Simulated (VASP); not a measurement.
# Co2As3 (P-3m1) in VASP: a series of runs

Runs on Co2As3. Level: PBE. Tasks: single point, relaxation of cell and atoms.

Everything below comes from runs of VASP 6.6.1. Logs are shortened: lines on timing, memory, paths and dates and some standing lists are left out, and cuts for length are marked.

## Step 1: The cell of the first run

The structure is trigonal, space group P-3m1 (No. 164). Conventional cell: a = 3.876 Å, b = 3.876 Å, c = 5.897 Å, α = 90.00°, β = 90.00°, γ = 120.00°. Co (site symmetry 3m) has 7 As at 2.38 to 2.58 Å within 3.1 Å. As (site symmetry -3m) has 6 Co at 2.58 Å and 6 As at 3.07 Å within 3.4 Å. As (site symmetry 3m) has 4 Co at 2.38 to 2.51 Å and 6 As at 2.80 to 3.07 Å within 3.1 Å.

## Step 2: Single point, PBE

Input file INCAR:

```
PREC = Accurate
ENCUT = 520
EDIFF = 1E-6
ISMEAR = 0
SIGMA = 0.1
LREAL = False
LASPH = True
NELM = 60
ALGO = Normal
ISIF = 2
LWAVE = False
LCHARG = False
GGA = PE
NBANDS = 24
```

Input file KPOINTS:

```
Automatic mesh
0
Gamma
  12 12 6
```

Input file POSCAR:

```
Co2As3
1.0
    3.8763203439      0.0000000000      0.0000000000
   -1.9381601720      3.3569918910      0.0000000000
    0.0000000000      0.0000000000      5.8966721798
Co As
2 3
Direct
    0.3333333333      0.6666666667      0.2179996064
    0.6666666667      0.3333333333      0.7820003936
    0.0000000000      0.0000000000      0.0000000000
    0.3333333333      0.6666666667      0.6428182419
    0.6666666667      0.3333333333      0.3571817581
```

Potentials or basis: VASP PAW PBE potentials, release 64 (Co, As).

Command:

```console
$ cat potpaw_PBE.64/Co/POTCAR potpaw_PBE.64/As/POTCAR > POTCAR
$ mpirun -np 1 vasp_std > vasp.out
```

OUTCAR:

```text
PREC = Accurate
   ENCUT = 520
   EDIFF = 1E-6
   ISMEAR = 0
   LREAL = False
   LASPH = True
   NELM = 60
   ISIF = 2
   GGA = PE

 ion  position               nearest neighbor table
   1  0.333  0.667  0.218-   5 2.38   5 2.38   5 2.38   4 2.51   3 2.58   3 2.58   3 2.58
   2  0.667  0.333  0.782-   4 2.38   4 2.38   4 2.38   5 2.51   3 2.58   3 2.58   3 2.58
   3  0.000  0.000  0.000-   1 2.58   2 2.58   2 2.58   1 2.58   2 2.58   1 2.58
   4  0.333  0.667  0.643-   2 2.38   2 2.38   2 2.38   1 2.51   5 2.80   5 2.80   5 2.80
   5  0.667  0.333  0.357-   1 2.38   1 2.38   1 2.38   2 2.51   4 2.80   4 2.80   4 2.80

  LATTYP: Found a hexagonal cell.
 ALAT       =     3.8763203439
 C/A-ratio  =     1.5212035272

  Lattice vectors:

 A1 = (   3.8763203439,   0.0000000000,   0.0000000000)
 A2 = (  -1.9381601720,   3.3569918910,   0.0000000000)
 A3 = (   0.0000000000,   0.0000000000,   5.8966721798)

Analysis of symmetry for initial positions (statically):
=====================================================================
 Subroutine PRICEL returns:
 Original cell was already a primitive cell.

 Routine SETGRP: Setting up the symmetry group for a
 hexagonal supercell.

 Subroutine GETGRP returns: Found 12 space group operations
 (whereof 12 operations were pure point group operations)
 out of a pool of 24 trial point group operations.

The static configuration has the point symmetry D_3d.

Analysis of symmetry for dynamics (positions and initial velocities):
=====================================================================
 Subroutine PRICEL returns:
 Original cell was already a primitive cell.

 Routine SETGRP: Setting up the symmetry group for a
 hexagonal supercell.

 Subroutine GETGRP returns: Found 12 space group operations
 (whereof 12 operations were pure point group operations)
 out of a pool of 24 trial point group operations.

The dynamic configuration has the point symmetry D_3d.

 Subroutine INISYM returns: Found 12 space group operations
 (whereof 12 operations are pure point group operations),
 and found     1 'primitive' translations

----------------------------------------------------------------------------------------

                                     Primitive cell

  volume of cell :      76.7321

  direct lattice vectors                    reciprocal lattice vectors
     3.876320344  0.000000000  0.000000000     0.257976615  0.148942868  0.000000000
    -1.938160172  3.356991891  0.000000000     0.000000000  0.297885736  0.000000000
     0.000000000  0.000000000  5.896672180     0.000000000  0.000000000  0.169587179

  length of vectors
     3.876320344  3.876320344  5.896672180     0.297885736  0.297885736  0.169587179

  position of ions in fractional coordinates (direct lattice)
     0.333333333  0.666666667  0.217999606
     0.666666667  0.333333333  0.782000394
     0.000000000  0.000000000  0.000000000
     0.333333333  0.666666667  0.642818242
     0.666666667  0.333333333  0.357181758

  ion indices of the primitive-cell ions
   primitive index   ion index
                 1           1
                 2           2
                 3           3
                 4           4
                 5           5

----------------------------------------------------------------------------------------

 KPOINTS: Automatic mesh

Automatic generation of k-mesh.
 Grid dimensions read from file:
 generate k-points for:   12   12    6

 Generating k-lattice:

  Cartesian coordinates                     Fractional coordinates (reciprocal lattice)
     0.021498051  0.012411906  0.000000000     0.083333333 -0.000000000  0.000000000
     0.000000000  0.024823811  0.000000000     0.000000000  0.083333333  0.000000000
     0.000000000  0.000000000  0.028264530     0.000000000  0.000000000  0.166666667

  Length of vectors
     0.024823811  0.024823811  0.028264530

  Shift w.r.t. Gamma in fractional coordinates (k-lattice)
     0.000000000  0.000000000  0.000000000

 Subroutine IBZKPT returns following result:
 ===========================================

 Found    100 irreducible k-points:

 Following reciprocal coordinates:
            Coordinates               Weight
  0.000000  0.000000  0.000000      1.000000
  0.083333  0.000000  0.000000      6.000000
  0.166667  0.000000  0.000000      6.000000
  0.250000  0.000000  0.000000      6.000000
  0.333333  0.000000  0.000000      6.000000
  0.416667  0.000000  0.000000      6.000000
[... 16 lines left out ...]
  0.166667  0.000000  0.166667      6.000000
  0.000000  0.166667  0.166667      6.000000
 [... further k-points ...]
   k-points           NKPTS =    100   k-points in BZ     NKDIM =    100   number of bands    NBANDS=     24
   number of dos      NEDOS =    301   number of ions     NIONS =      5
   total plane-waves  NPLWV =  43200
   dimension x,y,z NGX =    30 NGY =   30 NGZ =   48
   dimension x,y,z NGXF=    60 NGYF=   60 NGZF=   96
   ions per type =               2   3
   NGX,Y,Z   is equivalent  to a cutoff of  12.87, 12.87, 13.53 a.u.
   NGXF,Y,Z  is equivalent  to a cutoff of  25.73, 25.73, 27.07 a.u.
 SYSTEM =  unknown system
   PREC   = accura    normal or accurate (medium, high low for compatibility)
   ISTART =      0    job   : 0-new  1-cont  2-samecut
   ICHARG =      2    charge: 1-file 2-atom 10-const
   ISPIN  =      1    spin polarized calculation?
   LNONCOLLINEAR =      F non collinear calculations
   LSORBIT =      F    spin-orbit coupling
   LASPH  =      T    aspherical Exc in radial PAW
   ENCUT  =  520.0 eV  38.22 Ry    6.18 a.u.   7.21  7.21 10.96*2*pi/ulx,y,z
   NELM   =     60;   NELMIN=  2; NELMDL= -5     # of ELM steps
   EDIFF  = 0.1E-05   stopping-criterion for ELM
   LREAL  =      F    real-space projection
   EDIFFG = 0.1E-04   stopping-criterion for IOM
   NSW    =      0    number of steps for IOM
   IBRION =     -1    ionic relax: 0-MD 1-quasi-New 2-CG
   NFREE  =      0    steps in history (QN), initial steepest desc. (CG)
   ISIF   =      2    stress and relaxation
   ISYM   =      2    0-nonsym 1-usesym 2-fastsym
   POTIM  = 0.5000    time-step for ionic-motion
   TEBEG  =    0.0;   TEEND  =   0.0 temperature during run
   PSTRESS=    0.0 pullay stress
   NELECT =      33.0000    total number of electrons
   NUPDOWN=      -1.0000    fix difference up-down
   EMIN   =  10.00;   EMAX   =-10.00  energy-range for DOS
   EFERMI =   0.00;   METHOD = LEGACY
   ISMEAR =     0;   SIGMA  =   0.10  broadening in eV -4-tet -1-fermi 0-gaus
   EFERMI_NEDOS =   21; number of points for ismear=-14 and -15
   IALGO  =     38    algorithm
   IMIX   =      4    mixing-type and parameters
     AMIX     =   0.40;   BMIX     =  1.00
     AMIX_MAG =   1.60;   BMIX_MAG =  1.00
  volume/ion in A,a.u.               =      15.35       103.56
  Fermi-wavevector in a.u.,A,eV,Ry     =   1.235721  2.335174 20.776190  1.527007
  Thomas-Fermi vector in A             =   2.370359
   LORBIT       =      0    0 simple, 1 ext, 2 COOP (PROOUT), +10 PAW based schemes
   GGA     = PE    functional components
   LHFCALC =     F    Hartree Fock is set to
   AEXX    =    0.0000 exact exchange contribution
   IVDW    =     0    specifies the selected vdW correction
   LEPSILON=     F    determine dielectric tensor
   LRPA    =     F    only Hartree local field effects (RPA)
 non-spin polarized calculation
 Gauss-broadening in eV      SIGMA  =   0.10
  energy-cutoff  :      520.00
  volume of cell :       76.73
 maximum number of plane-waves:      2097
 NGX is ok and might be reduce to    30
   NGX = 15   NGY = 15   NGZ = 21

 number of electron      32.9999996 magnetization

 Free energy of the ion-electron system (eV)
  ---------------------------------------------------
  ext. energy  EPLUGINS =         0.00000000
  ---------------------------------------------------
  free energy    TOTEN  =       -27.87616777 eV

  energy without entropy =      -27.85139997  energy(sigma->0) =      -27.86378387

 E-fermi :   7.7580     XC(G=0): -11.4778

 val. band max:        7.7535410979   @ k =   0.2500   0.1667   0.0000
 cond. band min:       7.7606529997   @ k =  -0.0833   0.2500   0.3333
 fundamental gap:      0.0071119019
 Fermi energy:         7.7580442602

 k-point     1 :       0.0000    0.0000    0.0000
  band No.  band energies     occupation
      1      -6.8052      2.00000
      2      -3.2904      2.00000
      3      -2.8217      2.00000
      4       4.0666      2.00000
      5       4.0666      2.00000
      6       4.0940      2.00000
[... 16 lines left out ...]
     23      13.6429      0.00000
     24      13.7996      0.00000

 k-point     2 :       0.0833    0.0000    0.0000
  band No.  band energies     occupation
      1      -6.7251      2.00000
      2      -3.2565      2.00000
      3      -2.7852      2.00000
      4       3.5262      2.00000
      5       3.8328      2.00000
      6       3.9448      2.00000
[... 16 lines left out ...]
     23      13.2246      0.00000
     24      13.7622      0.00000

 k-point     3 :       0.1667    0.0000    0.0000
  band No.  band energies     occupation
      1      -6.4874      2.00000
      2      -3.1676      2.00000
      3      -2.6977      2.00000
      4       2.6608      2.00000
      5       3.3308      2.00000
      6       3.8206      2.00000
[... 16 lines left out ...]
     23      12.1724      0.00000
     24      14.0731      0.00000
[... 514 lines left out ...]
 k-point    23 :       0.1667    0.0000    0.1667
  band No.  band energies     occupation
      1      -6.3911      2.00000
      2      -3.8915      2.00000
      3      -1.9632      2.00000
      4       2.6483      2.00000
      5       3.7357      2.00000
      6       3.9163      2.00000
[... 16 lines left out ...]
     23      13.0854      0.00000
     24      13.4649      0.00000

 k-point    24 :       0.0000    0.1667    0.1667
  band No.  band energies     occupation
      1      -6.3901      2.00000
      2      -3.9131      2.00000
      3      -1.8988      2.00000
      4       2.7149      2.00000
      5       3.0877      2.00000
      6       3.6120      2.00000
[... 16 lines left out ...]
     23      11.6802      0.00000
     24      14.0965      0.00000

 [... further k-points ...]
[... 5 lines left out ...]
  --------------------------------------------------------------------------------------
  -------------------------------------------------------------------------------------
  Total        0.0711915      0.0711915      0.0338015     -0.0000000      0.0000000     -0.0000000
  in kB        1.4864902      1.4864902      0.7057800     -0.0000000      0.0000000     -0.0000000
  external PRESSURE =       1.2262535 kB  Pullay stress =       0.0000000 kB

 VOLUME and BASIS-vectors are now :
 -----------------------------------------------------------------------------
  energy-cutoff  :      520.00
  volume of cell :       76.73
      direct lattice vectors                 reciprocal lattice vectors
     3.876320344  0.000000000  0.000000000     0.257976615  0.148942868  0.000000000
    -1.938160172  3.356991891  0.000000000     0.000000000  0.297885736  0.000000000
     0.000000000  0.000000000  5.896672180     0.000000000  0.000000000  0.169587179

 POSITION                                       TOTAL-FORCE (eV/Angst)
 -----------------------------------------------------------------------------------
     -0.00000      2.23799      1.28547         0.000000      0.000000     -0.022152
      1.93816      1.11900      4.61120        -0.000000     -0.000000      0.022152
      0.00000      0.00000      0.00000         0.000000      0.000000     -0.000000
     -0.00000      2.23799      3.79049        -0.000000      0.000000      0.007079
      1.93816      1.11900      2.10618         0.000000      0.000000     -0.007079
 -----------------------------------------------------------------------------------
    total drift:                               -0.000000      0.000000      0.000000

  FREE ENERGIE OF THE ION-ELECTRON SYSTEM (eV)
  ---------------------------------------------------
  free  energy   TOTEN  =       -27.8761677680 eV

  energy  without entropy=      -27.8513999666  energy(sigma->0) =      -27.86378387
```

Run time: 3.7 min. Hardware: 1 thread of Intel Xeon Platinum 8259CL at 2.50GHz (Skylake/Cascade Lake), shared host; peak memory 0.31 GiB.

What came out:

```
Free energy   : -27.8762 eV
Pressure      : 0.1 GPa
Largest force : 0.022 eV/Å
```

Forces in eV/Å, atoms in the order of the input:
```
Co   0.000  0.000 -0.022
Co   0.000  0.000  0.022
As   0.000  0.000  0.000
As   0.000  0.000  0.007
As   0.000  0.000 -0.007
```

Stress tensor (GPa, compression positive):
```
0.15 0.00 0.00
0.00 0.15 0.00
0.00 0.00 0.07
```

## Step 3: Relaxation of cell and atoms, PBE

This run uses another cell than the first one, of 16.13 Å³/atom, 1.051 times its volume.

Input file INCAR:

```
SYSTEM = Co2As3
PREC     = Accurate       ! precision mode
ENCUT    = 600            ! plane-wave cutoff, eV
EDIFF    = 1E-6           ! SCF threshold, eV
ISMEAR   = 0              ! smearing method
SIGMA    = 0.1            ! smearing width, eV
LREAL    = .False.        ! projectors in reciprocal space
LASPH    = .True.         ! aspherical terms in the spheres
NELM     = 100            ! most SCF steps
ALGO     = Normal         ! electronic algorithm
ISIF     = 3              ! what is computed and relaxed
LWAVE    = .False.        ! write WAVECAR
LCHARG   = .False.        ! write CHGCAR
GGA      = PE             ! functional
IBRION   = 2              ! ionic algorithm
NSW      = 100            ! ionic steps
EDIFFG   = -0.01          ! ionic threshold
```

Input file KPOINTS:

```
Automatic mesh
0
Gamma
  12 12 6
  0 0 0
```

Input file POSCAR:

```
Co2As3
1.0
    3.9114056818      0.0000000000      0.0000000000
   -1.9557028409      3.3873766849      0.0000000000
    0.0000000000      0.0000000000      6.0855118856
Co As
2 3
Direct
    0.3333333333      0.6666666667      0.2450000000
    0.6666666667      0.3333333333      0.7550000000
    0.0000000000      0.0000000000      0.0000000000
    0.3333333333      0.6666666667      0.6450000000
    0.6666666667      0.3333333333      0.3550000000
```

Potentials or basis: VASP PAW PBE potentials, release 64 (Co, As).

Command:

```console
$ cat potpaw_PBE.64/Co/POTCAR potpaw_PBE.64/As/POTCAR > POTCAR
$ mpirun -np 1 vasp_std > vasp.out
```

Run time: 21 min. Hardware: 1 thread of Intel Xeon Platinum 8259CL at 2.50GHz (Skylake/Cascade Lake), shared host; peak memory 0.37 GiB.

Results (log left out):

| Quantity | Value |
| --- | --- |
| Free energy | -27.8769 eV |
| Relaxed volume | 15.35 Å³/atom |
| Relaxed cell | a = 3.882 Å, b = 3.882 Å, c = 5.883 Å, α = 90.00°, β = 90.00°, γ = 120.00° |
| Space group after relaxing (to 0.05 Å) | P-3m1 (No. 164) |
| Energy gained by relaxing | 15.7 meV/atom |
| Ionic steps | 13 |
| Pressure after relaxing | -0.1 GPa |
| Largest force after relaxing | 0.008 eV/Å |

Forces on the atoms (eV/Å):
```
Co   0.000  0.000 -0.001
Co   0.000  0.000  0.001
As   0.000  0.000  0.000
As   0.000  0.000  0.008
As   0.000  0.000 -0.008
```

Stress tensor (GPa, compression positive):
```
-0.08  0.00  0.00
 0.00 -0.08  0.00
 0.00  0.00  0.01
```

The path:
```tsv
step	energy change (eV)	largest force (eV/Å)	pressure (GPa)	volume (Å³)
1	0.0000	0.2506	-2.76	80.63
2	-0.0177	0.4036	2.08	77.43
3	-0.0222	0.3536	0.41	78.42
4	-0.0342	0.2844	0.32	78.30
5	-0.0538	0.1167	-0.02	77.91
6	-0.0552	0.0639	-0.09	77.78
7	-0.0651	0.0496	-0.14	77.50
8	-0.0746	0.1610	-0.05	76.89
9	-0.0786	0.0345	0.18	76.63
10	-0.0787	0.0158	0.21	76.60
11	-0.0779	0.0168	-0.70	77.12
12	-0.0788	0.0096	0.05	76.74
13	-0.0787	0.0080	-0.05	76.77
```

Final structure:
```
Co As
1.0
     3.88182    0.00000    0.00000
    -1.94091    3.36176    0.00000
     0.00000    0.00000    5.88288
Co As
2 3
Direct
  0.33333 0.66667 0.21651
  0.66667 0.33333 0.78349
  0.00000 0.00000 0.00000
  0.33333 0.66667 0.64289
  0.66667 0.33333 0.35711
```

Levels at points of the mesh, in eV from the Fermi level:
| k point | band 12 | band 13 | band 14 | band 15 | band 16 | band 17 | band 18 | band 19 | band 20 |
| --- | --- | --- | --- | --- | --- | --- | --- | --- | --- |
| (0.00, 0.00, 0.00) | -1.21 | -1.21 | -1.08 | -0.21 | 0.71 | 0.71 | 1.16 | 1.16 | 2.64 |
| (0.50, 0.00, 0.00) | -1.47 | -1.34 | -1.28 | -0.95 | -0.59 | -0.14 | 0.86 | 0.96 | 2.45 |
| (0.00, 0.00, 0.50) | -1.36 | -1.36 | -0.38 | -0.38 | 0.10 | 0.76 | 1.70 | 2.40 | 2.40 |
| (0.50, 0.00, 0.50) | -1.29 | -1.12 | -1.11 | -1.01 | -0.97 | -0.07 | 0.14 | 0.49 | 2.06 |

Spin polarisation is off, so any magnetic state and its effect on volume and gap are missing.
